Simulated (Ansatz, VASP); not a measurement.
# Two plane-wave programs on MnS

```
Mn S
1.0
     0.00000    2.61605    2.61605
     2.61605    0.00000    2.61605
     2.61605    2.61605    0.00000
Mn S
1 1
Direct
  0.00000 0.00000 0.00000
  0.50000 0.50000 0.50000
```

Alike in both runs: task single point; functional r2SCAN; k mesh 12 × 12 × 12; occupations gaussian, width 0.05 eV; collinear spin.

|  | VASP | Ansatz |
| --- | --- | --- |
| version | VASP 6.6.1 | Ansatz 0.2.0 |
| potentials or method | VASP PAW PBE potentials, release 64 (Mn_pv, S), cutoff 520 eV | scalar-relativistic, plane waves, PAW |
| valence electrons in the cell | 19 | 21 |

|  | VASP | Ansatz | Ansatz less VASP |
| --- | --- | --- | --- |
| gap on the k mesh at the Fermi level (eV) | none | none | - |
| pressure (GPa) | -0.5 | -0.5 | 0.00 |
| net moment per atom (μB) | 2.50 | 2.50 | 0.000 |
| size of the moment on the site where the two differ most (μB) | 0.14 | 0.18 | +0.046 |

VASP's potentials were made for PBE, not for r2SCAN. Site moments also hang on the region over which each program counts them. A gap of «none» marks a metal or a gap that the smearing closes. VASP's potentials hold 19 valence electrons a cell and Ansatz's 21, so a difference there can come from the potentials and not from the codes. Ansatz's warnings: stability check not made.
